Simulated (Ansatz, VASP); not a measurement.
## Si: VASP beside Ansatz

```
Si
1.0
     2.53708   -2.53775    0.00000
     2.53708    2.53775    0.00000
     0.00000    0.00000    2.51203
Si
2
Direct
  0.75001 0.75001 0.00000
  0.24999 0.24999 0.00000
```

Alike in both runs: functional PBE; k mesh 6 × 6 × 6; occupations gaussian, width 0.1 eV; no spin polarisation.

Ansatz relaxed the structure, and its values are those at the end. VASP's run is a single point on that final structure, the one shown.

|  | VASP | Ansatz |
| --- | --- | --- |
| version | VASP 6.6.1 | Ansatz 0.2.0 |
| potentials or method | VASP PAW PBE potentials, release 64 (Si), cutoff 520 eV | scalar-relativistic, plane waves, PAW |
| valence electrons in the cell | 8 | 8 |

```tsv
	VASP	Ansatz	Ansatz less VASP
gap on the k mesh at the Fermi level (eV)	none	none	-
pressure (GPa)	0.0	0.0	+0.05
```

A gap of «none» marks a metal or a gap that the smearing closes.

The k mesh is coarse, so the values compare programs but aren't converged.
